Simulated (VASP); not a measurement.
## SrTiO3: single point with LDA

The system is SrTiO3.

```
Sr Ti O
1.0
     3.79695    0.00000    0.00000
     0.00000    3.79695    0.00000
     0.00000    0.00000    3.79695
Sr Ti O
1 1 3
Direct
  0.50000 0.50000 0.50000
  0.00000 0.00000 0.00000
  0.50000 0.00000 0.00000
  0.00000 0.50000 0.00000
  0.00000 0.00000 0.50000
```

* Program: VASP 6.6.1
* Task: single point
* Functional: LDA
* Potentials or basis: VASP PAW LDA potentials, release 64 (Sr_sv, Ti_sv, O)
* Cutoff: 520 eV
* k mesh: 6 × 6 × 6
* Occupations: gaussian, width 0.01 eV
* Spin: no spin polarisation

```
Pressure               : 11.3 GPa
Band gap on the k mesh : 1.89 eV, indirect (least direct gap 2.18 eV)
```

Levels at points of the mesh, in eV from the valence-band top:
```tsv
k point	band 17	band 18	band 19	band 20	band 21	band 22	band 23	band 24
(0.00, 0.00, 0.00)	-1.34	-0.29	-0.29	-0.29	1.88	1.88	1.88	4.88
(0.50, 0.00, 0.00)	-2.62	-2.33	-0.71	-0.71	2.11	4.19	4.19	5.00
(0.50, 0.50, 0.00)	-1.66	-1.66	-1.65	-0.11	4.20	4.20	4.67	6.10
(0.50, 0.50, 0.50)	-4.01	0.00	0.00	0.00	4.98	4.98	4.98	7.18
```

It took 42 s on 1 thread of Intel Xeon 8259CL, with other jobs on the host, peak memory 0.16 GiB.

A k mesh can miss the band edges. Expect the measured gap to be larger: semilocal functionals such as LDA lack the derivative discontinuity.
